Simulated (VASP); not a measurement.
Write the native input for VASP 6.6.1 that does the following.

```yaml
Task: single point
Functional: PBE
Potentials_or_basis: VASP PAW PBE potentials, release 64 (Eu)
Cutoff: 520 eV
k_mesh: 8 × 8 × 8
Occupations: fermi-dirac, width 0.05 eV
Spin: collinear spin, ferromagnetic start
Starting_moments: "[7.0] μB"
Dipole_correction: no
Further_INCAR_settings: ALGO = Normal; EDIFF = 1e-06; NBANDS = 18
```

The structure of Eu lies in POSCAR:

```
Eu
1.0
    0.0000000000      2.7893026914      2.7893026914
    2.7893026914      0.0000000000      2.7893026914
    2.7893026914      2.7893026914      0.0000000000
Eu
1
Direct
    0.0000000000      0.0000000000      0.0000000000
```

These files were run (other wordings do the same):

INCAR

```
  PREC = Accurate
  ENCUT = 520
  EDIFF = 1E-6
  ISMEAR = -1
  SIGMA = 0.05
  LREAL = False
  LASPH = True
  NELM = 150
  ALGO = Normal
  ISIF = 2
  LWAVE = False
  LCHARG = False
  ISPIN = 2
  MAGMOM = 7
  LORBIT = 11
  LMAXMIX = 6
  GGA = PE
  NBANDS = 18
```

KPOINTS

```
Automatic mesh
0
Gamma
  8 8 8
```

Potentials or basis: VASP PAW PBE potentials, release 64 (Eu).

The run is started by

```console
$ cat potpaw_PBE.64/Eu/POTCAR > POTCAR
$ mpirun -np 1 vasp_std > vasp.out
```

Results of the run:

```
Pressure                                              : -0.8 GPa
Net moment                                            : 7.52 μB per cell
Site moments                                          : Eu +6.73 μB
Valence electrons inside the program's atomic spheres : Eu 14.73
```

Run time: 60 s on 1 thread of Intel(R) Xeon(R) Platinum 8488C (Sapphire Rapids) (shared host), peak memory 0.22 GiB.
